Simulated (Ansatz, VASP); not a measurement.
## Two plane-wave programs on SrIn4O3

```xyz
8
Lattice="-3.4506 3.4506 3.4506 3.4506 -3.4506 3.4506 3.4506 3.4506 -3.4506" Properties=species:S:1:pos:R:3 pbc="T T T"
Sr    0.0000    0.0000    0.0000
In    1.7253    1.7253    1.7253
In    1.7253    1.7253   -1.7253
In    1.7253   -1.7253    1.7253
In   -1.7253    1.7253    1.7253
O     3.4506    0.0000    0.0000
O     0.0000    3.4506    0.0000
O     0.0000    0.0000    3.4506
```

Alike in both runs: functional PBE; k mesh 4 × 4 × 4; occupations gaussian, width 0.1 eV; no spin polarisation.

Ansatz relaxed the structure, and its values are those at the end. VASP's run is a single point on that final structure, the one shown.

```csv
,VASP,Ansatz
version,VASP 6.6.1,Ansatz 0.2.0
potentials or method,"VASP PAW PBE potentials, release 64 (Sr_sv, In_d, O), cutoff 600 eV","scalar-relativistic, plane waves, PAW"
valence electrons in the cell,80,80
```

```tsv
	VASP	Ansatz	Ansatz less VASP
gap on the k mesh at the Fermi level (eV)	none	none	-
pressure (GPa)	-0.4	-0.4	0.00
```

A gap of «none» marks a metal or a gap that the smearing closes. With one functional, cell and mesh, what is left measures potentials, basis and numerics.
